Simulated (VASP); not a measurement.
# Mo (Im-3m) in VASP: notebook

The runs below take Mo through single point, relaxation of cell and atoms, with PBE.

Program: VASP 6.6.1. These are calculated values, not measurements. Logs are shortened: lines on timing, memory, paths and dates and some standing lists are left out, and cuts for length are marked.

## Step 1: The cell of the first run

It takes space group Im-3m (No. 229, cubic). The conventional cell has a = 3.161 Å, b = 3.161 Å, c = 3.161 Å, α = 90.00°, β = 90.00°, γ = 90.00°. Mo (site symmetry m-3m) has 14 Mo at 2.74 to 3.16 Å within 3.6 Å.

## Step 2: Single point, PBE

Input file INCAR:

```
SYSTEM = Mo
ALGO = Normal
EDIFF = 1E-6
ENCUT = 520
GGA = PE
ISIF = 2
ISMEAR = 1
LASPH = .TRUE.
LCHARG = .TRUE.
LELF = .TRUE.
LREAL = .FALSE.
LVHAR = .TRUE.
LWAVE = .FALSE.
NBANDS = 13
NELM = 60
PREC = Accurate
SIGMA = 0.1
```

Input file KPOINTS:

```
k-points
0
G
  17 17 17
  0 0 0
```

Input file POSCAR:

```
Mo
1.0
   -1.5806560832      1.5806560832      1.5806560832
    1.5806560832     -1.5806560832      1.5806560832
    1.5806560832      1.5806560832     -1.5806560832
Mo
1
Direct
    0.0000000000      0.0000000000      0.0000000000
```

Potentials or basis: VASP PAW PBE potentials, release 64 (Mo_sv).

Command:

```console
cat potpaw_PBE.64/Mo_sv/POTCAR > POTCAR
mpirun -np 1 vasp_std > vasp.out
```

OUTCAR:

```text
SYSTEM = Mo
   EDIFF = 1E-6
   ENCUT = 520
   GGA = PE
   ISIF = 2
   ISMEAR = 1
   LASPH = .TRUE.
   LREAL = .FALSE.
   NELM = 60
   PREC = Accurate

 ion  position               nearest neighbor table
   1  0.000  0.000  0.000-

  LATTYP: Found a body centered cubic cell.
 ALAT       =     3.1613121664

  Lattice vectors:

 A1 = (  -1.5806560832,   1.5806560832,   1.5806560832)
 A2 = (   1.5806560832,  -1.5806560832,   1.5806560832)
 A3 = (   1.5806560832,   1.5806560832,  -1.5806560832)

Analysis of symmetry for initial positions (statically):
=====================================================================
 Subroutine PRICEL returns:
 Original cell was already a primitive cell.

 Routine SETGRP: Setting up the symmetry group for a
 body centered cubic supercell.

 Subroutine GETGRP returns: Found 48 space group operations
[... 9 lines left out ...]

 Routine SETGRP: Setting up the symmetry group for a
 body centered cubic supercell.

 Subroutine GETGRP returns: Found 48 space group operations
[... 11 lines left out ...]
                                     Primitive cell

  volume of cell :      15.7969

  direct lattice vectors                    reciprocal lattice vectors
    -1.580656083  1.580656083  1.580656083     0.000000000  0.316324345  0.316324345
     1.580656083 -1.580656083  1.580656083     0.316324345  0.000000000  0.316324345
     1.580656083  1.580656083 -1.580656083     0.316324345  0.316324345  0.000000000

  length of vectors
     2.737776645  2.737776645  2.737776645     0.447350179  0.447350179  0.447350179

  position of ions in fractional coordinates (direct lattice)
     0.000000000  0.000000000  0.000000000

  ion indices of the primitive-cell ions
   primitive index   ion index
                 1           1

----------------------------------------------------------------------------------------

 KPOINTS: k-points

Automatic generation of k-mesh.
 Grid dimensions read from file:
 generate k-points for:   17   17   17

 Generating k-lattice:

  Cartesian coordinates                     Fractional coordinates (reciprocal lattice)
     0.000000000  0.018607314  0.018607314     0.058823529  0.000000000  0.000000000
     0.018607314  0.000000000  0.018607314     0.000000000  0.058823529  0.000000000
     0.018607314  0.018607314  0.000000000     0.000000000  0.000000000  0.058823529

  Length of vectors
     0.026314716  0.026314716  0.026314716

  Shift w.r.t. Gamma in fractional coordinates (k-lattice)
     0.000000000  0.000000000  0.000000000

 Subroutine IBZKPT returns following result:
 ===========================================

 Found    165 irreducible k-points:

 Following reciprocal coordinates:
            Coordinates               Weight
  0.000000  0.000000  0.000000      1.000000
  0.058824  0.000000  0.000000     12.000000
  0.117647  0.000000  0.000000     12.000000
  0.176471  0.000000  0.000000     12.000000
  0.235294  0.000000  0.000000     12.000000
  0.294118  0.000000  0.000000     12.000000
[... 16 lines left out ...]
  0.411765  0.117647  0.000000     48.000000
  0.176471  0.176471  0.000000     24.000000
 [... further k-points ...]
   k-points           NKPTS =    165   k-points in BZ     NKDIM =    165   number of bands    NBANDS=     13
   number of dos      NEDOS =    301   number of ions     NIONS =      1
   total plane-waves  NPLWV =   8000
   dimension x,y,z NGX =    20 NGY =   20 NGZ =   20
   dimension x,y,z NGXF=    40 NGYF=   40 NGZF=   40
   ions per type =               1
   NGX,Y,Z   is equivalent  to a cutoff of  12.14, 12.14, 12.14 a.u.
   NGXF,Y,Z  is equivalent  to a cutoff of  24.29, 24.29, 24.29 a.u.
 SYSTEM =  Mo
   PREC   = accura    normal or accurate (medium, high low for compatibility)
   ISTART =      0    job   : 0-new  1-cont  2-samecut
   ICHARG =      2    charge: 1-file 2-atom 10-const
   ISPIN  =      1    spin polarized calculation?
   LNONCOLLINEAR =      F non collinear calculations
   LSORBIT =      F    spin-orbit coupling
   LASPH  =      T    aspherical Exc in radial PAW
   ENCUT  =  520.0 eV  38.22 Ry    6.18 a.u.   5.09  5.09  5.09*2*pi/ulx,y,z
   NELM   =     60;   NELMIN=  2; NELMDL= -5     # of ELM steps
   EDIFF  = 0.1E-05   stopping-criterion for ELM
   LREAL  =      F    real-space projection
   EDIFFG = 0.1E-04   stopping-criterion for IOM
   NSW    =      0    number of steps for IOM
   IBRION =     -1    ionic relax: 0-MD 1-quasi-New 2-CG
   NFREE  =      0    steps in history (QN), initial steepest desc. (CG)
   ISIF   =      2    stress and relaxation
   ISYM   =      2    0-nonsym 1-usesym 2-fastsym
   POTIM  = 0.5000    time-step for ionic-motion
   TEBEG  =    0.0;   TEEND  =   0.0 temperature during run
   PSTRESS=    0.0 pullay stress
   NELECT =      14.0000    total number of electrons
   NUPDOWN=      -1.0000    fix difference up-down
   EMIN   =  10.00;   EMAX   =-10.00  energy-range for DOS
   EFERMI =   0.00;   METHOD = LEGACY
   ISMEAR =     1;   SIGMA  =   0.10  broadening in eV -4-tet -1-fermi 0-gaus
   EFERMI_NEDOS =   21; number of points for ismear=-14 and -15
   IALGO  =     38    algorithm
   IMIX   =      4    mixing-type and parameters
     AMIX     =   0.40;   BMIX     =  1.00
     AMIX_MAG =   1.60;   BMIX_MAG =  1.00
  volume/ion in A,a.u.               =      15.80       106.60
  Fermi-wavevector in a.u.,A,eV,Ry     =   1.572510  2.971613 33.644326  2.472788
  Thomas-Fermi vector in A             =   2.673934
   LORBIT       =      0    0 simple, 1 ext, 2 COOP (PROOUT), +10 PAW based schemes
   GGA     = PE    functional components
   LHFCALC =     F    Hartree Fock is set to
   AEXX    =    0.0000 exact exchange contribution
   IVDW    =     0    specifies the selected vdW correction
   LEPSILON=     F    determine dielectric tensor
   LRPA    =     F    only Hartree local field effects (RPA)
 non-spin polarized calculation
 Methfessel and Paxton  Order N= 1 SIGMA  =   0.10
  energy-cutoff  :      520.00
  volume of cell :       15.80
 maximum number of plane-waves:       438
   NGX = 11   NGY = 11   NGZ = 11

 number of electron      14.0000004 magnetization

 Free energy of the ion-electron system (eV)
  ---------------------------------------------------
  ext. energy  EPLUGINS =         0.00000000
  ---------------------------------------------------
  free energy    TOTEN  =       -10.93775938 eV

  energy without entropy =      -10.93790144  energy(sigma->0) =      -10.93780673

 E-fermi :  12.4643     XC(G=0): -13.3325

 val. band max:       12.4305847255   @ k =   0.3529   0.0588   0.0588
 cond. band min:      12.4898753661   @ k =  -0.3529   0.3529   0.2353
 fundamental gap:      0.0592906406
 Fermi energy:        12.4642550407

 k-point     1 :       0.0000    0.0000    0.0000
  band No.  band energies     occupation
      1     -48.8632      2.00000
      2     -22.1528      2.00000
      3     -22.1528      2.00000
      4     -22.1528      2.00000
      5       5.2239      2.00000
      6      11.0761      2.00000
      7      11.0761      2.00000
      8      11.0761      2.00000
      9      14.0634     -0.00000
     10      14.0634     -0.00000
     11      27.2416      0.00000
     12      27.2416      0.00000
     13      27.2416      0.00000

 k-point     2 :       0.0588    0.0000    0.0000
  band No.  band energies     occupation
      1     -48.8548      2.00000
      2     -22.2017      2.00000
      3     -22.1679      2.00000
      4     -22.1531      2.00000
      5       5.3758      2.00000
      6      10.9908      2.00000
      7      11.0624      2.00000
      8      11.2178      2.00000
      9      13.9372     -0.00000
     10      14.0656     -0.00000
     11      27.3549      0.00000
     12      27.4969      0.00000
     13      27.5376      0.00000

 k-point     3 :       0.1176    0.0000    0.0000
  band No.  band energies     occupation
      1     -48.8307      2.00000
      2     -22.3404      2.00000
      3     -22.2110      2.00000
      4     -22.1541      2.00000
      5       5.8066      2.00000
      6      10.7558      2.00000
      7      11.0003      2.00000
      8      11.6364      2.00000
      9      13.6694     -0.00000
     10      14.0786     -0.00000
     11      27.6146      0.00000
     12      28.2389      0.00000
     13      28.2512      0.00000

 k-point     4 :       0.1765    0.0000    0.0000
  band No.  band energies     occupation
      1     -48.7940      2.00000
      2     -22.5468      2.00000
      3     -22.2757      2.00000
      4     -22.1557      2.00000
      5       6.4308      2.00000
      6      10.4229      2.00000
      7      10.8761      2.00000
      8      12.3117      2.05295
      9      13.4842     -0.00000
     10      14.1171     -0.00000
     11      27.7447      0.00000
     12      28.8663      0.00000
     13      29.4055      0.00000

 k-point     5 :       0.2353    0.0000    0.0000
  band No.  band energies     occupation
      1     -48.7494      2.00000
      2     -22.7899      2.00000
      3     -22.3528      2.00000
      4     -22.1576      2.00000
      5       7.0609      2.00000
      6      10.0529      2.00000
      7      10.8337      2.00000
      8      13.2068     -0.00000
      9      13.5056     -0.00000
     10      14.1950     -0.00000
     11      27.3725      0.00000
     12      28.6885      0.00000
     13      30.9151      0.00000
[... 257 lines left out ...]
 k-point    22 :       0.3529    0.1176   -0.0000
  band No.  band energies     occupation
      1     -48.6195      2.00000
      2     -23.3697      2.00000
      3     -22.6054      2.00000
      4     -22.2269      2.00000
      5       7.6814      2.00000
      6       9.2974      2.00000
      7      12.0042      2.00000
      8      13.8999     -0.00000
      9      14.9378      0.00000
     10      17.3630      0.00000
     11      24.5125      0.00000
     12      25.5427      0.00000
     13      29.6746      0.00000

 k-point    23 :       0.4118    0.1176    0.0000
  band No.  band energies     occupation
      1     -48.6035      2.00000
      2     -23.4396      2.00000
      3     -22.6408      2.00000
      4     -22.2284      2.00000
      5       7.5722      2.00000
      6       9.2051      2.00000
      7      12.5061      0.35624
      8      13.9566     -0.00000
      9      15.1862      0.00000
     10      18.0847      0.00000
     11      23.6597      0.00000
     12      25.0704      0.00000
     13      28.9824      0.00000

 k-point    24 :       0.1765    0.1765    0.0000
  band No.  band energies     occupation
      1     -48.6926      2.00000
      2     -23.0216      2.00000
      3     -22.4417      2.00000
      4     -22.2432      2.00000
      5       7.9756      2.00000
      6       9.8789      2.00000
      7      10.1998      2.00000
      8      13.2356     -0.00000
      9      14.5995      0.00000
     10      15.0782      0.00000
     11      27.1212      0.00000
     12      28.1059      0.00000
     13      30.9166      0.00000

 [... further k-points ...]

------------------------ aborting loop because EDIFF is reached ----------------------------------------

  FORCE on cell =-STRESS in cart. coord.  units (eV):
  Direction    XX          YY          ZZ          XY          YZ          ZX
  --------------------------------------------------------------------------------------
  -------------------------------------------------------------------------------------
  Total        0.0462675      0.0462675      0.0462675      0.0000000     -0.0000000      0.0000000
  in kB        4.6926055      4.6926055      4.6926055      0.0000000     -0.0000000      0.0000000
  external PRESSURE =       4.6926055 kB  Pullay stress =       0.0000000 kB

 VOLUME and BASIS-vectors are now :
 -----------------------------------------------------------------------------
  energy-cutoff  :      520.00
  volume of cell :       15.80
      direct lattice vectors                 reciprocal lattice vectors
    -1.580656083  1.580656083  1.580656083     0.000000000  0.316324345  0.316324345
     1.580656083 -1.580656083  1.580656083     0.316324345  0.000000000  0.316324345
     1.580656083  1.580656083 -1.580656083     0.316324345  0.316324345  0.000000000

 POSITION                                       TOTAL-FORCE (eV/Angst)
 -----------------------------------------------------------------------------------
      0.00000      0.00000      0.00000        -0.000000      0.000000      0.000000
 -----------------------------------------------------------------------------------
    total drift:                                0.000000      0.000000      0.000000

  FREE ENERGIE OF THE ION-ELECTRON SYSTEM (eV)
  ---------------------------------------------------
  free  energy   TOTEN  =       -10.9377593789 eV

  energy  without entropy=      -10.9379014426  energy(sigma->0) =      -10.93780673
```

Wall time 15 s (1 thread of Intel Xeon 6975P-C, shared host); peak memory 0.15 GiB.

What came out:

```
Free energy            : -10.9378 eV
Pressure               : 0.5 GPa
Band gap on the k mesh : zero (band 7 reaches 16.11 eV, above the bottom of band 8 at 11.08 eV)
```

## Step 3: Relaxation of cell and atoms, PBE

This run uses another cell than the first one, of 15.89 Å³/atom, 1.006 times its volume.

Input file INCAR:

```
SYSTEM = Mo
PREC     = Accurate       ! precision mode
ENCUT    = 600            ! plane-wave cutoff, eV
EDIFF    = 1E-6           ! SCF threshold, eV
ISMEAR   = 1              ! smearing method
SIGMA    = 0.1            ! smearing width, eV
LREAL    = .FALSE.        ! projectors in reciprocal space
LASPH    = .TRUE.         ! aspherical terms in the spheres
NELM     = 100            ! most SCF steps
ALGO     = Normal         ! electronic algorithm
ISIF     = 3              ! what is computed and relaxed
LWAVE    = .FALSE.        ! write WAVECAR
LCHARG   = .FALSE.        ! write CHGCAR
GGA      = PE             ! functional
IBRION   = 2              ! ionic algorithm
NSW      = 80             ! ionic steps
EDIFFG   = -0.005         ! ionic threshold
```

Input file KPOINTS:

```
Automatic mesh
0
G
  17 17 17
  0 0 0
```

Input file POSCAR:

```
Mo
1.0
   -1.5838090000      1.5838090000      1.5838090000
    1.5838090000     -1.5838090000      1.5838090000
    1.5838090000      1.5838090000     -1.5838090000
Mo
1
Direct
    0.0000000000      0.0000000000      0.0000000000
```

Potentials or basis: VASP PAW PBE potentials, release 64 (Mo_sv).

Command:

```console
cat potpaw_PBE.64/Mo_sv/POTCAR > POTCAR
mpirun -np 1 vasp_std > vasp.out
```

Run time: 38 s. Hardware: 1 thread of Intel Xeon 6975P-C, shared host; peak memory 0.17 GiB.

The run converged. Its results:

| Property | Result |
| --- | --- |
| Free energy | -10.9380 eV |
| Relaxed volume | 15.82 Å³/atom |
| Relaxed cell | a = 2.739 Å, b = 2.739 Å, c = 2.739 Å, α = 109.47°, β = 109.47°, γ = 109.47° |
| Space group after relaxing (to 0.05 Å) | Im-3m (No. 229) |
| Energy gained by relaxing | 0.3 meV/atom |
| Ionic steps | 3 |
| Pressure after relaxing | 0.0 GPa |
| Band gap on the k mesh | zero (band 7 reaches 16.08 eV, above the bottom of band 8 at 11.06 eV) |

The path:
```csv
step,energy change (eV),largest force (eV/Å),pressure (GPa),volume (Å³)
1,0.0000,0.0000,-1.18,15.89
2,0.0017,0.0000,3.34,15.62
3,-0.0003,0.0000,0.01,15.82
```

Final structure:
```yaml
crystal:
  lattice:
    - [-1.58138, 1.58138, 1.58138]
    - [1.58138, -1.58138, 1.58138]
    - [1.58138, 1.58138, -1.58138]
  atoms:
    - { symbol: Mo, position: [0.00000, 0.00000, 0.00000] }
```

Levels at points of the mesh, in eV from the Fermi level:
```csv
k point,band 4,band 5,band 6,band 7,band 8,band 9,band 10,band 11
"(0.00, 0.00, 0.00)",-34.62,-7.23,-1.38,-1.38,-1.38,1.60,1.60,14.78
```
